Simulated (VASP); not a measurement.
Set up this calculation in VASP 6.6.1, as the native input.

* Task: single point
* Functional: PBEsol
* Potentials or basis: VASP PAW PBE potentials, release 64 (Ti_sv)
* Cutoff: 520 eV
* k mesh: 10 × 10 × 6
* Occupations: fermi-dirac, width 0.05 eV
* Spin: no spin polarisation
* Dipole correction: no
* Further INCAR settings: ALGO = Normal; EDIFF = 1e-06; NBANDS = 19

The structure of Ti lies in POSCAR:

```
Ti
1.0
    2.8311626820      0.0000000000      0.0000000000
   -1.4155813410      2.4518588049      0.0000000000
    0.0000000000      0.0000000000      4.4730318760
Ti
2
Direct
    0.6666666667      0.3333333333      0.7500000000
    0.3333333333      0.6666666667      0.2500000000
```

These files were run (other wordings do the same):

INCAR

```
PREC = Accurate
ENCUT = 520
EDIFF = 1E-6
ISMEAR = -1
SIGMA = 0.05
LREAL = False
LASPH = True
NELM = 80
ALGO = Normal
ISIF = 2
LWAVE = False
LCHARG = False
GGA = PS
NBANDS = 19
```

KPOINTS

```
regular mesh
0
Gamma
  10 10 6
```

Potentials or basis: VASP PAW PBE potentials, release 64 (Ti_sv).

The run is started by

```sh
$ cat potpaw_PBE.64/Ti_sv/POTCAR > POTCAR
$ mpirun -np 1 vasp_std > vasp.out
```

Results of the run:

```
Pressure               : 9.6 GPa
Band gap on the k mesh : zero (band 12 reaches 10.27 eV, above the bottom of band 13 at 9.28 eV)
```

Caveat: the PAW data sets were made with another functional, which shifts forces and pressure a little.

Run time: 36 s on 1 thread of Intel(R) Xeon(R) Platinum 8259CL CPU @ 2.50GHz (Skylake/Cascade Lake), on a shared host, peak memory 0.16 GiB.
